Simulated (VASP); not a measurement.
Write the native input for VASP 6.6.1 that does the following.

| Property | Result |
| --- | --- |
| Task | single point |
| Functional | PBEsol |
| Potentials or basis | VASP PAW PBE potentials, release 64 (Re) |
| Cutoff | 520 eV |
| k mesh | 8 × 8 × 4 |
| Occupations | fermi-dirac, width 0.05 eV |
| Spin | no spin polarisation |
| Dipole correction | no |
| Further INCAR settings | ALGO = Fast; EDIFF = 1e-06; NBANDS = 14 |

The structure of Re lies in POSCAR:

```
Re
1.0
    2.7608000000      0.0000000000      0.0000000000
   -1.3804000000      2.3909229348      0.0000000000
    0.0000000000      0.0000000000      4.4582000000
Re
2
Direct
    0.6666666667      0.3333333333      0.7500000000
    0.3333333333      0.6666666667      0.2500000000
```

One way to write it, as run:

INCAR

```
PREC     = Accurate       # precision mode
ENCUT    = 520            # plane-wave cutoff, eV
EDIFF    = 1E-6           # SCF threshold, eV
ISMEAR   = -1             # smearing method
SIGMA    = 0.05           # smearing width, eV
LREAL    = F              # projectors in reciprocal space
LASPH    = T              # aspherical terms in the spheres
NELM     = 100            # most SCF steps
ALGO     = Fast           # electronic algorithm
ISIF     = 2              # what is computed and relaxed
LWAVE    = F              # write WAVECAR
LCHARG   = F              # write CHGCAR
GGA      = PS             # functional
NBANDS   = 14             # bands
```

KPOINTS

```
regular mesh
0
Gamma
  8 8 4
```

Potentials or basis: VASP PAW PBE potentials, release 64 (Re).

Launch:

```sh
$ cat potpaw_PBE.64/Re/POTCAR > POTCAR
$ mpirun -np 1 vasp_std > vasp.out
```

Results of the run:

| Quantity | Value |
| --- | --- |
| Pressure | -3.6 GPa |
| Band gap on the k mesh | zero (band 7 reaches 8.80 eV, above the bottom of band 8 at 6.00 eV) |

Caveat: the PAW data sets were made with another functional, which shifts forces and pressure a little; spin-orbit coupling is left out, which moves the levels of the heavy elements.

Wall time 20 s on 1 thread of Intel(R) Xeon(R) Platinum 8375C CPU @ 2.90GHz (Ice Lake) (shared host), peak memory 0.15 GiB.
